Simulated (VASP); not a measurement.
# Hg (Cmce) in VASP: single point with LDA

Aim: the single point of Hg with LDA.

Program: VASP 6.6.1. These are calculated values, not measurements. Logs are shortened: lines on timing, memory, paths and dates and some standing lists are left out, and cuts for length are marked.

### 1 The cell of the first run

Symmetry: Cmce, No. 64, orthorhombic system. Conventional cell: a = 6.146 Å, b = 4.049 Å, c = 8.279 Å, α = 90.00°, β = 90.00°, γ = 90.00°. Within 3.0 Å of Hg (site symmetry m) lie 1 Hg at 2.26 Å.

### 2 Single point, LDA

INCAR reads:

```
SYSTEM = Hg
PREC = Accurate
ENCUT = 520
EDIFF = 1E-7
ISMEAR = -1
SIGMA = 0.1
LREAL = .False.
LASPH = .True.
NELM = 60
ALGO = Normal
ISIF = 2
LWAVE = .False.
LCHARG = .False.
NBANDS = 32
```

KPOINTS reads:

```
Automatic mesh
0
Gamma
  5 2 5
  0 0 0
```

POSCAR reads:

```
Hg
1.0
   -3.0727780000      0.0000000000      2.0245620000
    0.0000000000     -8.2786070000      0.0000000000
    3.0727780000      0.0000000000      2.0245620000
Hg
4
Direct
    0.1493000000      0.8844000000      0.1493000000
    0.6493000000      0.6156000000      0.6493000000
    0.8507000000      0.1156000000      0.8507000000
    0.3507000000      0.3844000000      0.3507000000
```

Potentials or basis: VASP PAW LDA potentials, release 64 (Hg).

Run with:

```console
> cat potpaw_LDA.64/Hg/POTCAR > POTCAR
> mpirun -np 1 vasp_std > vasp.out
```

OUTCAR:

```text
SYSTEM = Hg
   PREC = Accurate
   ENCUT = 520
   EDIFF = 1E-7
   ISMEAR = -1
   LREAL = .False.
   LASPH = .True.
   NELM = 60
   ISIF = 2

 ion  position               nearest neighbor table
   1  0.149  0.884  0.149-   3 2.26   2 3.01   2 3.01   3 3.42   3 3.71   3 3.71   2 3.79   2 3.79

   2  0.649  0.616  0.649-   4 2.26   1 3.01   1 3.01   4 3.42   4 3.71   4 3.71   1 3.79   1 3.79

   3  0.851  0.116  0.851-   1 2.26   4 3.01   4 3.01   1 3.42   1 3.71   1 3.71   4 3.79   4 3.79

   4  0.351  0.384  0.351-   2 2.26   3 3.01   3 3.01   2 3.42   2 3.71   2 3.71   3 3.79   3 3.79

  LATTYP: Found a base centered orthorhombic cell.
 ALAT       =     4.0491240000
 B/A-ratio  =     1.5177495182
 C/A-ratio  =     2.0445427208

  Lattice vectors:

 A1 = (   3.0727780000,   0.0000000000,   2.0245620000)
 A2 = (  -3.0727780000,   0.0000000000,   2.0245620000)
 A3 = (   0.0000000000,  -8.2786070000,   0.0000000000)

Analysis of symmetry for initial positions (statically):
=====================================================================
 Subroutine PRICEL returns:
 Original cell was already a primitive cell.

 Routine SETGRP: Setting up the symmetry group for a
 base centered orthorhombic supercell.

 Subroutine GETGRP returns: Found  8 space group operations
 (whereof  4 operations were pure point group operations)
 out of a pool of  8 trial point group operations.

The static configuration has the point symmetry C_2h.
 The point group associated with its full space group is D_2h.

Analysis of symmetry for dynamics (positions and initial velocities):
=====================================================================
 Subroutine PRICEL returns:
 Original cell was already a primitive cell.

 Routine SETGRP: Setting up the symmetry group for a
 base centered orthorhombic supercell.

 Subroutine GETGRP returns: Found  8 space group operations
 (whereof  4 operations were pure point group operations)
 out of a pool of  8 trial point group operations.

The dynamic configuration has the point symmetry C_2h.
 The point group associated with its full space group is D_2h.

 Subroutine INISYM returns: Found  8 space group operations
 (whereof  4 operations are pure point group operations),
 and found     1 'primitive' translations

----------------------------------------------------------------------------------------

                                     Primitive cell

  volume of cell :     103.0029

  direct lattice vectors                    reciprocal lattice vectors
    -3.072778000  0.000000000  2.024562000    -0.162719207  0.000000000  0.246966998
     0.000000000 -8.278607000  0.000000000     0.000000000 -0.120793269  0.000000000
     3.072778000  0.000000000  2.024562000     0.162719207  0.000000000  0.246966998

  length of vectors
     3.679784767  8.278607000  3.679784767     0.295753679  0.120793269  0.295753679

  position of ions in fractional coordinates (direct lattice)
     0.149300000  0.884400000  0.149300000
     0.649300000  0.615600000  0.649300000
     0.850700000  0.115600000  0.850700000
     0.350700000  0.384400000  0.350700000

  ion indices of the primitive-cell ions
   primitive index   ion index
                 1           1
                 2           2
                 3           3
                 4           4

----------------------------------------------------------------------------------------

 KPOINTS: Automatic mesh

Automatic generation of k-mesh.
 Grid dimensions read from file:
 generate k-points for:    5    2    5

 Generating k-lattice:

  Cartesian coordinates                     Fractional coordinates (reciprocal lattice)
    -0.032543841  0.000000000  0.049393400     0.200000000  0.000000000  0.000000000
     0.000000000 -0.060396634  0.000000000     0.000000000  0.500000000  0.000000000
     0.032543841  0.000000000  0.049393400     0.000000000  0.000000000  0.200000000

  Length of vectors
     0.059150736  0.060396634  0.059150736

  Shift w.r.t. Gamma in fractional coordinates (k-lattice)
     0.000000000  0.000000000  0.000000000

 Subroutine IBZKPT returns following result:
 ===========================================

 Found     18 irreducible k-points:

 Following reciprocal coordinates:
            Coordinates               Weight
  0.000000  0.000000  0.000000      1.000000
  0.200000  0.000000  0.000000      4.000000
  0.400000  0.000000  0.000000      4.000000
  0.000000  0.500000  0.000000      1.000000
  0.200000  0.500000  0.000000      4.000000
  0.400000  0.500000  0.000000      4.000000
[... 10 lines left out ...]
  0.400000  0.500000  0.400000      2.000000
 -0.400000  0.500000  0.400000      2.000000
   k-points           NKPTS =     18   k-points in BZ     NKDIM =     18   number of bands    NBANDS=     32
   number of dos      NEDOS =    301   number of ions     NIONS =      4
   total plane-waves  NPLWV =  50176
   dimension x,y,z NGX =    28 NGY =   64 NGZ =   28
   dimension x,y,z NGXF=    56 NGYF=  128 NGZF=   56
   ions per type =               4
   NGX,Y,Z   is equivalent  to a cutoff of  12.65, 12.85, 12.65 a.u.
   NGXF,Y,Z  is equivalent  to a cutoff of  25.30, 25.70, 25.30 a.u.
 SYSTEM =  Hg
   PREC   = accura    normal or accurate (medium, high low for compatibility)
   ISTART =      0    job   : 0-new  1-cont  2-samecut
   ICHARG =      2    charge: 1-file 2-atom 10-const
   ISPIN  =      1    spin polarized calculation?
   LNONCOLLINEAR =      F non collinear calculations
   LSORBIT =      F    spin-orbit coupling
   LASPH  =      T    aspherical Exc in radial PAW
   ENCUT  =  520.0 eV  38.22 Ry    6.18 a.u.   6.84 15.39  6.84*2*pi/ulx,y,z
   NELM   =     60;   NELMIN=  2; NELMDL= -5     # of ELM steps
   EDIFF  = 0.1E-06   stopping-criterion for ELM
   LREAL  =      F    real-space projection
   EDIFFG = 0.1E-05   stopping-criterion for IOM
   NSW    =      0    number of steps for IOM
   IBRION =     -1    ionic relax: 0-MD 1-quasi-New 2-CG
   NFREE  =      0    steps in history (QN), initial steepest desc. (CG)
   ISIF   =      2    stress and relaxation
   ISYM   =      2    0-nonsym 1-usesym 2-fastsym
   POTIM  = 0.5000    time-step for ionic-motion
   TEBEG  =    0.0;   TEEND  =   0.0 temperature during run
   PSTRESS=    0.0 pullay stress
   NELECT =      48.0000    total number of electrons
   NUPDOWN=      -1.0000    fix difference up-down
   EMIN   =  10.00;   EMAX   =-10.00  energy-range for DOS
   EFERMI =   0.00;   METHOD = LEGACY
   ISMEAR =    -1;   SIGMA  =   0.10  broadening in eV -4-tet -1-fermi 0-gaus
   EFERMI_NEDOS =   21; number of points for ismear=-14 and -15
   IALGO  =     38    algorithm
   IMIX   =      4    mixing-type and parameters
     AMIX     =   0.40;   BMIX     =  1.00
     AMIX_MAG =   1.60;   BMIX_MAG =  1.00
  volume/ion in A,a.u.               =      25.75       173.77
  Fermi-wavevector in a.u.,A,eV,Ry     =   1.269225  2.398488 21.918074  1.610933
  Thomas-Fermi vector in A             =   2.402278
   LORBIT       =      0    0 simple, 1 ext, 2 COOP (PROOUT), +10 PAW based schemes
   GGA     = CA    functional components
   LHFCALC =     F    Hartree Fock is set to
   AEXX    =    0.0000 exact exchange contribution
   IVDW    =     0    specifies the selected vdW correction
   LEPSILON=     F    determine dielectric tensor
   LRPA    =     F    only Hartree local field effects (RPA)
 non-spin polarized calculation
  energy-cutoff  :      520.00
  volume of cell :      103.00
 maximum number of plane-waves:      2800
   NGX = 13   NGY = 31   NGZ = 13

 number of electron      47.9999998 magnetization

 Free energy of the ion-electron system (eV)
  ---------------------------------------------------
  ext. energy  EPLUGINS =         0.00000000
  ---------------------------------------------------
  free energy    TOTEN  =        -0.72648087 eV

  energy without entropy =       -0.67889143  energy(sigma->0) =       -0.70268615

 E-fermi :   1.8404     XC(G=0): -10.6134

 val. band max:        1.6055116562   @ k =   0.4000   0.5000   0.4000
 cond. band min:       1.8603589529   @ k =   0.4000   0.0000   0.4000
 fundamental gap:      0.2548472967
 Fermi energy:         1.8404397203

 k-point     1 :       0.0000    0.0000    0.0000
  band No.  band energies     occupation
      1      -7.8762      2.00000
      2      -7.6672      2.00000
      3      -6.7879      2.00000
      4      -6.2513      2.00000
      5      -6.1595      2.00000
      6      -6.0544      2.00000
[... 24 lines left out ...]
     31      11.4817      0.00000
     32      11.4938      0.00000

 k-point     2 :       0.2000    0.0000    0.0000
  band No.  band energies     occupation
      1      -7.7523      2.00000
      2      -7.6567      2.00000
      3      -6.6378      2.00000
      4      -6.2785      2.00000
      5      -6.2265      2.00000
      6      -5.9934      2.00000
[... 24 lines left out ...]
     31       9.8517      0.00000
     32      10.6873      0.00000

 k-point     3 :       0.4000    0.0000    0.0000
  band No.  band energies     occupation
      1      -7.6582      2.00000
      2      -7.6505      2.00000
      3      -6.3821      2.00000
      4      -6.3511      2.00000
      5      -6.2746      2.00000
      6      -6.0215      2.00000
[... 24 lines left out ...]
     31       8.9816      0.00000
     32       9.6052      0.00000

 k-point     4 :       0.0000    0.5000    0.0000
  band No.  band energies     occupation
      1      -7.6978      2.00000
      2      -7.6978      2.00000
      3      -6.4894      2.00000
      4      -6.4894      2.00000
      5      -6.2130      2.00000
      6      -6.2130      2.00000
[... 444 lines left out ...]
     31       8.3188      0.00000
     32       8.3912      0.00000

 k-point    17 :       0.4000    0.5000    0.4000
  band No.  band energies     occupation
      1      -7.6873      2.00000
      2      -7.6873      2.00000
      3      -6.3885      2.00000
      4      -6.3885      2.00000
      5      -6.3434      2.00000
      6      -6.3434      2.00000
[... 24 lines left out ...]
     31       7.3871      0.00000
     32       7.3871      0.00000

 k-point    18 :      -0.4000    0.5000    0.4000
  band No.  band energies     occupation
      1      -7.6863      2.00000
      2      -7.6863      2.00000
      3      -6.4856      2.00000
      4      -6.4856      2.00000
      5      -6.3338      2.00000
      6      -6.3338      2.00000
[... 24 lines left out ...]
     31       8.2347      0.00000
     32       8.2347      0.00000

------------------------ aborting loop because EDIFF is reached ----------------------------------------

  FORCE on cell =-STRESS in cart. coord.  units (eV):
  Direction    XX          YY          ZZ          XY          YZ          ZX
  --------------------------------------------------------------------------------------
  -------------------------------------------------------------------------------------
  Total       -2.5098192     22.9071967      6.6914505      0.0000000      0.0000000      0.0000000
  in kB      -39.0394325    356.3140926    104.0833654      0.0000000      0.0000000      0.0000000
  external PRESSURE =     140.4526751 kB  Pullay stress =       0.0000000 kB

 VOLUME and BASIS-vectors are now :
 -----------------------------------------------------------------------------
  energy-cutoff  :      520.00
  volume of cell :      103.00
      direct lattice vectors                 reciprocal lattice vectors
    -3.072778000  0.000000000  2.024562000    -0.162719207  0.000000000  0.246966998
     0.000000000 -8.278607000  0.000000000     0.000000000 -0.120793269  0.000000000
     3.072778000  0.000000000  2.024562000     0.162719207  0.000000000  0.246966998

 POSITION                                       TOTAL-FORCE (eV/Angst)
 -----------------------------------------------------------------------------------
      0.00000     -7.32160      0.60453         0.000000      6.885905      4.111993
      0.00000     -5.09631      2.62910         0.000000     -6.885905      4.111993
      0.00000     -0.95701      3.44459         0.000000     -6.885905     -4.111993
      0.00000     -3.18230      1.42003         0.000000      6.885905     -4.111993
 -----------------------------------------------------------------------------------
    total drift:                                0.000000     -0.000000      0.000000

  FREE ENERGIE OF THE ION-ELECTRON SYSTEM (eV)
  ---------------------------------------------------
  free  energy   TOTEN  =        -0.7264808653 eV

  energy  without entropy=       -0.6788914322  energy(sigma->0) =       -0.70268615
```

Run time: 35 s. Hardware: 1 thread of Intel Xeon Platinum 8375C at 2.90GHz (Ice Lake), shared host; peak memory 0.19 GiB.

What came out:

```yaml
Free_energy: -0.7265 eV
Pressure: 14.0 GPa
Largest_force: 8.020 eV/Å
Band_gap_on_the_k_mesh: zero (band 24 reaches 4.41 eV, above the bottom of band 25 at 1.52 eV)
```

Forces on the atoms (eV/Å):
```
Hg   0.000  6.886  4.112
Hg   0.000 -6.886  4.112
Hg   0.000 -6.886 -4.112
Hg   0.000  6.886 -4.112
```

Levels at points of the mesh, in eV from the Fermi level:
| k point | band 22 | band 23 | band 24 | band 25 | band 26 | band 27 |
| --- | --- | --- | --- | --- | --- | --- |
| (0.00, 0.00, 0.00) | -5.26 | -4.38 | 1.73 | 3.07 | 6.16 | 7.61 |
| (0.00, 0.50, 0.00) | -5.42 | -2.06 | -2.06 | 6.26 | 6.26 | 7.87 |

Caveat: the k points lie up to 0.38 Å⁻¹ apart; spin-orbit coupling is left out, which moves the levels of the heavy elements; forces of over 1 eV/Å act on the atoms, so gaps and moduli don't describe the material at rest.
